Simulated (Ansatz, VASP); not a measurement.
# KBr in VASP and in Ansatz

```xyz
2
Lattice="3.9357 0.0000 0.0000 0.0000 3.9357 0.0000 0.0000 0.0000 3.9357" Properties=species:S:1:pos:R:3 pbc="T T T"
K     0.0000    0.0000    0.0000
Br    1.9679    1.9679    1.9679
```

Alike in both runs: task single point; functional r2SCAN; k mesh 6 × 6 × 6; no spin polarisation.

|  | VASP | Ansatz |
| --- | --- | --- |
| version | VASP 6.6.1 | Ansatz 0.2.0 |
| potentials or method | VASP PAW PBE potentials, release 64 (K_sv, Br) | plane waves, PAW |
| plane-wave cutoff (eV) | 520 | 500 |
| occupations | gaussian, width 0.01 eV | fixed |
| valence electrons in the cell | 16 | 16 |

```csv
,VASP,Ansatz,Ansatz less VASP
gap on the k mesh at the Fermi level (eV),4.89,4.88,-0.004
pressure (GPa),0.6,0.6,+0.01
```

VASP's potentials were made for PBE, not for r2SCAN.
